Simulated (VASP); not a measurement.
A run of VASP 6.6.1 is set up as follows.

File INCAR:

```
ALGO = Normal
EDIFF = 1E-6
EDIFFG = -0.01
ENCUT = 600
GGA = PS
IBRION = 2
ISIF = 3
ISMEAR = -1
LASPH = True
LCHARG = False
LREAL = False
LWAVE = False
NELM = 80
NSW = 80
PREC = Accurate
SIGMA = 0.1
```

File KPOINTS:

```
k-points
0
Gamma
  7 7 10
```

POSCAR

```
Se
1.0
    4.9764452362      0.0000000000      0.0000000000
   -2.4882226181      4.3097279951      0.0000000000
    0.0000000000      0.0000000000      3.0505609298
Se
3
Direct
    0.0000000000      0.0000000000      0.0000000000
    0.3333333333      0.6666666667      0.5000000000
    0.6666666667      0.3333333333      0.5000000000
```

Potentials or basis: VASP PAW PBE potentials, release 64 (Se).

Command:

```console
$ cat potpaw_PBE.64/Se/POTCAR > POTCAR
$ mpirun -np 1 vasp_std > vasp.out
```

Task: Predict the relaxed cell.

Result: a = 4.678 Å, b = 4.678 Å, c = 3.136 Å, α = 90.00°, β = 90.00°, γ = 120.00°.

Task: What does it give for the space group after relaxing (to 0.05 Å)?

Result: P6/mmm (No. 191).

Task: Predict the band gap on the k mesh.

Result: Zero (band 9 reaches 8.04 eV, above the bottom of band 10 at 3.69 eV).

Task: Predict the relaxed volume.

Result: 19.81 Å³/atom.

Final structure:
```
Se
1.0
     4.67806    0.00000    0.00000
    -2.33903    4.05132    0.00000
     0.00000    0.00000    3.13575
Se
3
Direct
  0.00000 0.00000 0.00000
  0.33333 0.66667 0.50000
  0.66667 0.33333 0.50000
```

Caveat: the PAW data sets were made with another functional, which shifts forces and pressure a little.
